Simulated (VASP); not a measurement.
Wanted: the native input for a VASP 6.6.1 run.

```
Task                   : single point
Functional             : r2SCAN
Potentials or basis    : VASP PAW PBE potentials, release 64 (Mo_sv)
Cutoff                 : 520 eV
k mesh                 : 15 × 15 × 15
Occupations            : fermi-dirac, width 0.05 eV
Spin                   : no spin polarisation
Dipole correction      : no
Further INCAR settings : ALGO = Normal; EDIFF = 1e-06; NBANDS = 13
```

Crystal: Mo.

```xyz
1
Lattice="-1.5944 1.5944 1.5323 1.5944 -1.5944 1.5323 1.5944 1.5944 -1.5323" Properties=species:S:1:pos:R:3 pbc="T T T"
Mo    0.0000    0.0000    0.0000
```

One way to write it, as run:

POSCAR

```
Mo
1.0
   -1.5943989333      1.5943989333      1.5322866170
    1.5943989333     -1.5943989333      1.5322866170
    1.5943989333      1.5943989333     -1.5322866170
Mo
1
Direct
    0.0000000000      0.0000000000      0.0000000000
```

INCAR.step1

```
PREC = Accurate
ENCUT = 520
ISMEAR = -1
SIGMA = 0.05
LREAL = False
LASPH = True
NELM = 80
NBANDS = 13
GGA = PE
ALGO = Normal
EDIFF = 1E-4
LWAVE = True
LCHARG = False
```

INCAR.step2

```
PREC = Accurate
ENCUT = 520
EDIFF = 1E-6
ISMEAR = -1
SIGMA = 0.05
LREAL = False
LASPH = True
NELM = 80
ALGO = Normal
ISIF = 2
LWAVE = False
LCHARG = True
METAGGA = R2SCAN
LMIXTAU = True
LELF = True
LVHAR = True
NBANDS = 13
ISTART = 1
```

KPOINTS

```
Automatic mesh
0
Gamma
  15 15 15
```

Potentials or basis: VASP PAW PBE potentials, release 64 (Mo_sv).

Launch:

```console
$ cat potpaw_PBE.64/Mo_sv/POTCAR > POTCAR
$ cp INCAR.step1 INCAR
$ mpirun -np 1 vasp_std > vasp.out
$ cp INCAR.step2 INCAR
$ mpirun -np 1 vasp_std > vasp.out
```

It gave:

```
Pressure               : 2.5 GPa
Band gap on the k mesh : zero (bands 7 and 8 overlap by 5.19 eV)
```

Caveat: the stress differs along the axes, from -2 to 12 GPa; the PAW data sets were made with another functional, which shifts forces and pressure a little.

It took 2.1 min on 1 thread of Intel(R) Xeon(R) 6975P-C (Granite Rapids), with other jobs on the host, peak memory 0.17 GiB.
